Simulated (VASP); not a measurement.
# N (P6_3/mmc) in VASP: notebook

The runs below take N through single point, with r2SCAN.

All numbers are computed with VASP 6.6.1; they aren't measurements. Logs are shortened: lines on timing, memory, paths and dates and some standing lists are left out, and cuts for length are marked.

### Step 1. The cell of the first run

It takes space group P6_3/mmc (No. 194, hexagonal). The conventional cell has a = 3.629 Å, b = 3.629 Å, c = 5.890 Å, α = 90.00°, β = 90.00°, γ = 120.00°. N (site symmetry -6m2) has 12 N at 3.61 to 3.63 Å within 4.7 Å.

### Step 2. Single point, r2SCAN

POSCAR

```
N
1.0
    3.6290016496      0.0000000000      0.0000000000
   -1.8145008248      3.1428076190      0.0000000000
    0.0000000000      0.0000000000      5.8900000000
N
2
Direct
    0.3333333333      0.6666666667      0.2500000000
    0.6666666667      0.3333333333      0.7500000000
```

INCAR.step1

```
ALGO = Normal ; EDIFF = 1E-4
ENCUT = 520 ; GGA = PE
ISMEAR = 0 ; LASPH = True
LCHARG = False ; LREAL = False
LWAVE = True ; NBANDS = 12
NELM = 100 ; PREC = Accurate
SIGMA = 0.15
```

INCAR.step2

```
ALGO = Normal ; EDIFF = 1E-7
ENCUT = 520 ; ISIF = 2
ISMEAR = 0 ; ISTART = 1
LASPH = True ; LCHARG = True
LELF = True ; LMIXTAU = True
LREAL = False ; LVHAR = True
LWAVE = False ; METAGGA = R2SCAN
NBANDS = 12 ; NELM = 100
PREC = Accurate ; SIGMA = 0.15
```

KPOINTS

```
k-points
0
Gamma
  15 15 8
```

Potentials or basis: VASP PAW PBE potentials, release 64 (N).

Started as:

```console
> cat potpaw_PBE.64/N/POTCAR > POTCAR
> cp INCAR.step1 INCAR
> mpirun -np 1 vasp_std > vasp.out
> cp INCAR.step2 INCAR
> mpirun -np 1 vasp_std > vasp.out
```

OUTCAR:

```text
EDIFF = 1E-7
   ENCUT = 520
   ISIF = 2
   ISMEAR = 0
   ISTART = 1
   LASPH = True
   LREAL = False
   METAGGA = R2SCAN
   NELM = 100
   PREC = Accurate

 ion  position               nearest neighbor table
   1  0.333  0.667  0.250-
   2  0.667  0.333  0.750-

  LATTYP: Found a hexagonal cell.
 ALAT       =     3.6290016496
 C/A-ratio  =     1.6230359114

  Lattice vectors:

 A1 = (   3.6290016496,   0.0000000000,   0.0000000000)
 A2 = (  -1.8145008248,   3.1428076190,   0.0000000000)
 A3 = (   0.0000000000,   0.0000000000,   5.8900000000)

Analysis of symmetry for initial positions (statically):
=====================================================================
 Subroutine PRICEL returns:
 Original cell was already a primitive cell.

 Routine SETGRP: Setting up the symmetry group for a
 hexagonal supercell.

 Subroutine GETGRP returns: Found 24 space group operations
 (whereof 12 operations were pure point group operations)
 out of a pool of 24 trial point group operations.

The static configuration has the point symmetry D_3d.
 The point group associated with its full space group is D_6h.

Analysis of symmetry for dynamics (positions and initial velocities):
=====================================================================
 Subroutine PRICEL returns:
 Original cell was already a primitive cell.

 Routine SETGRP: Setting up the symmetry group for a
 hexagonal supercell.

 Subroutine GETGRP returns: Found 24 space group operations
 (whereof 12 operations were pure point group operations)
 out of a pool of 24 trial point group operations.

The dynamic configuration has the point symmetry D_3d.
 The point group associated with its full space group is D_6h.

 Subroutine INISYM returns: Found 24 space group operations
 (whereof 12 operations are pure point group operations),
 and found     1 'primitive' translations

----------------------------------------------------------------------------------------

                                     Primitive cell

  volume of cell :      67.1769

  direct lattice vectors                    reciprocal lattice vectors
     3.629001650  0.000000000  0.000000000     0.275557880  0.159093416  0.000000000
    -1.814500825  3.142807619  0.000000000     0.000000000  0.318186832  0.000000000
     0.000000000  0.000000000  5.890000000     0.000000000  0.000000000  0.169779287

  length of vectors
     3.629001650  3.629001650  5.890000000     0.318186832  0.318186832  0.169779287

  position of ions in fractional coordinates (direct lattice)
     0.333333333  0.666666667  0.250000000
     0.666666667  0.333333333  0.750000000

  ion indices of the primitive-cell ions
   primitive index   ion index
                 1           1
                 2           2

----------------------------------------------------------------------------------------

 KPOINTS: k-points

Automatic generation of k-mesh.
 Grid dimensions read from file:
 generate k-points for:   15   15    8

 Generating k-lattice:

  Cartesian coordinates                     Fractional coordinates (reciprocal lattice)
     0.018370525  0.010606228  0.000000000     0.066666667  0.000000000  0.000000000
     0.000000000  0.021212455  0.000000000     0.000000000  0.066666667  0.000000000
     0.000000000  0.000000000  0.021222411     0.000000000  0.000000000  0.125000000

  Length of vectors
     0.021212455  0.021212455  0.021222411

  Shift w.r.t. Gamma in fractional coordinates (k-lattice)
     0.000000000  0.000000000  0.000000000

 Subroutine IBZKPT returns following result:
 ===========================================

 Found    135 irreducible k-points:

 Following reciprocal coordinates:
            Coordinates               Weight
  0.000000  0.000000  0.000000      1.000000
  0.066667  0.000000  0.000000      6.000000
  0.133333  0.000000  0.000000      6.000000
  0.200000  0.000000  0.000000      6.000000
  0.266667  0.000000  0.000000      6.000000
  0.333333  0.000000  0.000000      6.000000
[... 16 lines left out ...]
  0.333333  0.200000  0.000000     12.000000
  0.400000  0.200000  0.000000      6.000000
 [... further k-points ...]
   k-points           NKPTS =    135   k-points in BZ     NKDIM =    135   number of bands    NBANDS=     12
   number of dos      NEDOS =    301   number of ions     NIONS =      2
   total plane-waves  NPLWV =  37632
   dimension x,y,z NGX =    28 NGY =   28 NGZ =   48
   dimension x,y,z NGXF=    56 NGYF=   56 NGZF=   96
   ions per type =               2
   NGX,Y,Z   is equivalent  to a cutoff of  12.83, 12.83, 13.55 a.u.
   NGXF,Y,Z  is equivalent  to a cutoff of  25.65, 25.65, 27.10 a.u.
 SYSTEM =  unknown system
   PREC   = accura    normal or accurate (medium, high low for compatibility)
   ISTART =      1    job   : 0-new  1-cont  2-samecut
   ICHARG =      0    charge: 1-file 2-atom 10-const
   ISPIN  =      1    spin polarized calculation?
   LNONCOLLINEAR =      F non collinear calculations
   LSORBIT =      F    spin-orbit coupling
   LASPH  =      T    aspherical Exc in radial PAW
   ENCUT  =  520.0 eV  38.22 Ry    6.18 a.u.   6.75  6.75 10.95*2*pi/ulx,y,z
   NELM   =    100;   NELMIN=  2; NELMDL=  0     # of ELM steps
   EDIFF  = 0.1E-06   stopping-criterion for ELM
   LREAL  =      F    real-space projection
   EDIFFG = 0.1E-05   stopping-criterion for IOM
   NSW    =      0    number of steps for IOM
   IBRION =     -1    ionic relax: 0-MD 1-quasi-New 2-CG
   NFREE  =      0    steps in history (QN), initial steepest desc. (CG)
   ISIF   =      2    stress and relaxation
   ISYM   =      2    0-nonsym 1-usesym 2-fastsym
   POTIM  = 0.5000    time-step for ionic-motion
   TEBEG  =    0.0;   TEEND  =   0.0 temperature during run
   PSTRESS=    0.0 pullay stress
   NELECT =      10.0000    total number of electrons
   NUPDOWN=      -1.0000    fix difference up-down
   EMIN   =  10.00;   EMAX   =-10.00  energy-range for DOS
   EFERMI =   0.00;   METHOD = LEGACY
   ISMEAR =     0;   SIGMA  =   0.15  broadening in eV -4-tet -1-fermi 0-gaus
   EFERMI_NEDOS =   21; number of points for ismear=-14 and -15
   IALGO  =     38    algorithm
   IMIX   =      4    mixing-type and parameters
     AMIX     =   0.40;   BMIX     =  1.00
     AMIX_MAG =   1.60;   BMIX_MAG =  1.00
  volume/ion in A,a.u.               =      33.59       226.67
  Fermi-wavevector in a.u.,A,eV,Ry     =   0.867630  1.639584 10.242227  0.752782
  Thomas-Fermi vector in A             =   1.986192
   LORBIT       =      0    0 simple, 1 ext, 2 COOP (PROOUT), +10 PAW based schemes
   METAGGA = R2SCAN    functional components
   LHFCALC =     F    Hartree Fock is set to
   AEXX    =    0.0000 exact exchange contribution
   IVDW    =     0    specifies the selected vdW correction
   LEPSILON=     F    determine dielectric tensor
   LRPA    =     F    only Hartree local field effects (RPA)
 non-spin polarized calculation
 Gauss-broadening in eV      SIGMA  =   0.15
  energy-cutoff  :      520.00
  volume of cell :       67.18
 maximum number of plane-waves:      1834
 NGX is ok and might be reduce to    28
   NGX = 13   NGY = 13   NGZ = 21

 number of electron      10.0000000 magnetization

 Free energy of the ion-electron system (eV)
  ---------------------------------------------------
  ext. energy  EPLUGINS =         0.00000000
  ---------------------------------------------------
  free energy    TOTEN  =        -2.32156573 eV

  energy without entropy =       -2.20937850  energy(sigma->0) =       -2.26547212

 E-fermi :  -5.0840     XC(G=0):  -6.2506

 val. band max:       -5.0843737765   @ k =   0.2000   0.2000   0.3750
 cond. band min:      -5.0810814153   @ k =   0.4000   0.0667   0.3750
 fundamental gap:      0.0032923612
 Fermi energy:        -5.0839619941

 k-point     1 :       0.0000    0.0000    0.0000
  band No.  band energies     occupation
      1     -17.9424      2.00000
      2     -17.6213      2.00000
      3      -6.0318      2.00000
      4      -4.7733      0.00340
      5      -4.7733      0.00340
      6      -4.6338      0.00002
      7      -4.6338      0.00002
      8      -4.6208      0.00001
      9       2.4561      0.00000
     10       6.4088      0.00000
     11       6.8502      0.00000
     12      13.2166      0.00000

 k-point     2 :       0.0667    0.0000    0.0000
  band No.  band energies     occupation
      1     -17.9310      2.00000
      2     -17.6158      2.00000
      3      -6.0100      2.00000
      4      -4.8220      0.01353
      5      -4.7877      0.00521
      6      -4.6882      0.00019
      7      -4.6379      0.00003
      8      -4.6265      0.00002
      9       2.5611      0.00000
     10       6.5049      0.00000
     11       6.8545      0.00000
     12      12.2271      0.00000

 k-point     3 :       0.1333    0.0000    0.0000
  band No.  band energies     occupation
      1     -17.8981      2.00000
      2     -17.6008      2.00000
      3      -5.9464      2.00000
      4      -4.9628      0.25315
      5      -4.8317      0.01739
      6      -4.8264      0.01515
      7      -4.6511      0.00004
      8      -4.6441      0.00003
      9       2.8601      0.00000
     10       6.7775      0.00000
     11       6.8699      0.00000
     12      11.0657      0.00000
[... 286 lines left out ...]
 k-point    23 :       0.3333    0.2000    0.0000
  band No.  band energies     occupation
      1     -17.6136      2.00000
      2     -17.5286      2.00000
      3      -5.7516      2.00000
      4      -5.5060      1.99993
      5      -5.3029      1.96102
      6      -5.2408      1.86073
      7      -4.9862      0.35683
      8      -4.9410      0.17778
      9       5.9035      0.00000
     10       7.2528      0.00000
     11       7.3828      0.00000
     12       8.2000      0.00000

 k-point    24 :       0.4000    0.2000    0.0000
  band No.  band energies     occupation
      1     -17.5951      2.00000
      2     -17.5324      2.00000
      3      -5.7811      2.00000
      4      -5.5027      1.99992
      5      -5.2826      1.93887
      6      -5.2467      1.87501
      7      -5.0026      0.44319
      8      -4.9828      0.34012
      9       6.3409      0.00000
     10       6.8444      0.00000
     11       7.4495      0.00000
     12       8.1696      0.00000

 [... further k-points ...]

------------------------ aborting loop because EDIFF is reached ----------------------------------------

  FORCE on cell =-STRESS in cart. coord.  units (eV):
  Direction    XX          YY          ZZ          XY          YZ          ZX
  --------------------------------------------------------------------------------------
  -------------------------------------------------------------------------------------
  Total       -3.3609488     -3.3609488     -3.4048175      0.0000000      0.0000000      0.0000000
  in kB      -80.1589868    -80.1589868    -81.2052604      0.0000000      0.0000000      0.0000000
  external PRESSURE =     -80.5077447 kB  Pullay stress =       0.0000000 kB

 VOLUME and BASIS-vectors are now :
 -----------------------------------------------------------------------------
  energy-cutoff  :      520.00
  volume of cell :       67.18
      direct lattice vectors                 reciprocal lattice vectors
     3.629001650  0.000000000  0.000000000     0.275557880  0.159093416  0.000000000
    -1.814500825  3.142807619  0.000000000     0.000000000  0.318186832  0.000000000
     0.000000000  0.000000000  5.890000000     0.000000000  0.000000000  0.169779287

 POSITION                                       TOTAL-FORCE (eV/Angst)
 -----------------------------------------------------------------------------------
     -0.00000      2.09521      1.47250         0.000000      0.000000      0.000000
      1.81450      1.04760      4.41750        -0.000000     -0.000000      0.000000
 -----------------------------------------------------------------------------------
    total drift:                               -0.000000      0.000000      0.000000

  FREE ENERGIE OF THE ION-ELECTRON SYSTEM (eV)
  ---------------------------------------------------
  free  energy   TOTEN  =        -2.3215657350 eV

  energy  without entropy=       -2.2093784978  energy(sigma->0) =       -2.26547212
```

Wall time 4.2 min (1 thread of Intel Xeon Platinum 8488C (Sapphire Rapids), shared host); peak memory 0.24 GiB.

Results:

```yaml
Free_energy: -2.3216 eV
Pressure: -8.1 GPa
Band_gap_on_the_k_mesh: zero (band 5 reaches -4.70 eV, above the bottom of band 6 at -5.43 eV)
```

Stress tensor (GPa, compression positive):
```
-8.02  0.00  0.00
 0.00 -8.02  0.00
 0.00  0.00 -8.12
```

Levels at points of the mesh, in eV from the Fermi level:
```tsv
k point	band 3	band 4	band 5	band 6	band 7	band 8
(0.00, 0.00, 0.00)	-0.95	0.31	0.31	0.45	0.45	0.46
(0.00, 0.00, 0.50)	-0.30	-0.30	0.38	0.38	0.38	0.38
```

Caveat: the PAW data sets were made with another functional, which shifts forces and pressure a little.

### Step 3. Single point, r2SCAN

POSCAR is that of step 2.

INCAR.step1

```
ALGO = Normal
EDIFF = 1E-4
ENCUT = 520
GGA = PE
ISMEAR = 0
LASPH = True
LCHARG = False
LREAL = False
LWAVE = True
NBANDS = 12
NELM = 100
PREC = Accurate
SIGMA = 0.15
```

INCAR.step2

```
ALGO = Normal
EDIFF = 1E-6
ENCUT = 520
ISIF = 2
ISMEAR = 0
ISTART = 1
LASPH = True
LCHARG = False
LMIXTAU = True
LREAL = False
LWAVE = False
METAGGA = R2SCAN
NBANDS = 12
NELM = 100
PREC = Accurate
SIGMA = 0.15
```

KPOINTS

```
k-points
0
Gamma
  18 18 10
```

Potentials or basis: VASP PAW PBE potentials, release 64 (N).

Started as:

```console
> cat potpaw_PBE.64/N/POTCAR > POTCAR
> cp INCAR.step1 INCAR
> mpirun -np 1 vasp_std > vasp.out
> cp INCAR.step2 INCAR
> mpirun -np 1 vasp_std > vasp.out
```

Wall time 5.2 min (1 thread of Intel Xeon Platinum 8488C (Sapphire Rapids), shared host); peak memory 0.28 GiB.

The run converged. Its results:

```
Free energy            : -2.3216 eV
Pressure               : -8.1 GPa
Band gap on the k mesh : zero (band 5 reaches -4.70 eV, above the bottom of band 6 at -5.43 eV)
```

Stress tensor (GPa, compression positive):
```
-8.03  0.00  0.00
 0.00 -8.03  0.00
 0.00  0.00 -8.14
```

Levels at points of the mesh, in eV from the Fermi level:
| k point | band 3 | band 4 | band 5 | band 6 | band 7 | band 8 |
| --- | --- | --- | --- | --- | --- | --- |
| (0.00, 0.00, 0.00) | -0.95 | 0.31 | 0.31 | 0.45 | 0.45 | 0.46 |
| (0.50, 0.00, 0.00) | -0.82 | -0.52 | -0.26 | 0.03 | 0.16 | 0.32 |
| (0.00, 0.00, 0.50) | -0.30 | -0.30 | 0.38 | 0.38 | 0.38 | 0.38 |
| (0.50, 0.00, 0.50) | -0.85 | -0.85 | 0.16 | 0.16 | 0.17 | 0.17 |

Caveat: the PAW data sets were made with another functional, which shifts forces and pressure a little.
